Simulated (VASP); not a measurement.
## LaScCl6: density of states with PBE

LaScCl6:

```
La Sc Cl
1.0
     0.00000    5.28605    5.28605
     5.28605    0.00000    5.28605
     5.28605    5.28605    0.00000
La Sc Cl
1 1 6
Direct
  0.00000 0.00000 0.00000
  0.50000 0.50000 0.50000
  0.26368 0.73632 0.73632
  0.73632 0.26368 0.26368
  0.73632 0.26368 0.73632
  0.26368 0.73632 0.26368
  0.73632 0.73632 0.26368
  0.26368 0.26368 0.73632
```

```json
{
 "Program": "VASP 6.6.1",
 "Task": "density of states",
 "Functional": "PBE",
 "Potentials or basis": "VASP PAW PBE potentials, release 64 (La, Sc_sv, Cl)",
 "Cutoff": "520 eV",
 "k mesh": "4 × 4 × 4",
 "Occupations": "gaussian, width 0.02 eV",
 "Spin": "no spin polarisation",
 "Dipole correction": "no",
 "k mesh for the DOS": "6 × 6 × 6",
 "Occupations for the DOS": "tetrahedron",
 "Further INCAR settings": "ALGO = Normal; EDIFF = 1e-06"
}
```

```
Valence electrons inside the program's atomic spheres : La 8.39; Sc 9.22; Cl 5.16
```

Levels at points of the mesh, in eV from the valence-band top:
| k point | band 28 | band 29 | band 30 | band 31 | band 32 | band 33 | band 34 | band 35 | band 36 | band 37 |
| --- | --- | --- | --- | --- | --- | --- | --- | --- | --- | --- |
| (0.00, 0.00, 0.00) | -0.55 | -0.55 | 0.00 | 0.00 | 0.00 | 3.35 | 3.35 | 3.35 | 3.94 | 3.99 |
| (0.50, 0.00, 0.00) | -0.48 | -0.38 | -0.32 | -0.32 | -0.25 | 3.62 | 3.62 | 3.62 | 3.95 | 3.99 |
| (0.50, 0.50, 0.00) | -0.78 | -0.69 | -0.55 | -0.55 | 0.00 | 3.36 | 3.93 | 3.95 | 3.98 | 3.99 |

Wall time 7 min on 1 thread of Intel Xeon 6975P-C (shared host), peak memory 0.5 GiB.

Caveat: spin-orbit coupling is left out, which moves the levels of the heavy elements.
